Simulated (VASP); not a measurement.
P: single point with r2SCAN

Crystal: P.

```xyz
3
Lattice="4.4753 0.0000 0.0000 -2.2377 3.8758 0.0000 0.0000 0.0000 2.4992" Properties=species:S:1:pos:R:3 pbc="T T T"
P    -2.2377    3.8758    0.0000
P     0.0000    2.5838    1.2496
P     2.2377    1.2919    1.2496
```

This isn't the form of P at room conditions, which is orthorhombic.

```yaml
Program: VASP 6.6.1
Task: single point
Functional: r2SCAN
Potentials_or_basis: VASP PAW PBE potentials, release 64 (P)
Cutoff: 550 eV
k_mesh: 9 × 9 × 14
Occupations: fermi-dirac, width 0.1 eV
Spin: no spin polarisation
```

```yaml
Pressure: -0.2 GPa
Band_gap_on_the_k_mesh: zero (an odd number of electrons rules out a gap without spin polarisation)
```

Stress tensor (GPa, compression positive):
```
 1.09  0.00  0.00
 0.00  1.09  0.00
 0.00  0.00 -2.66
```

Levels at points of the mesh, in eV from the Fermi level:
```tsv
k point	band 5	band 6	band 7	band 8	band 9	band 10	band 11	band 12
(0.00, 0.00, 0.00)	-6.18	-5.93	-5.93	4.32	6.56	6.56	7.64	8.97
(0.00, 0.00, 0.50)	-3.91	-3.72	-2.72	-2.72	-0.68	-0.68	0.12	0.12
```

It took 2.4 min on 1 thread of AMD EPYC 9R14 (Zen 4) (shared host), peak memory 0.16 GiB.

Caveat: the PAW data sets were made with another functional, which shifts forces and pressure a little.
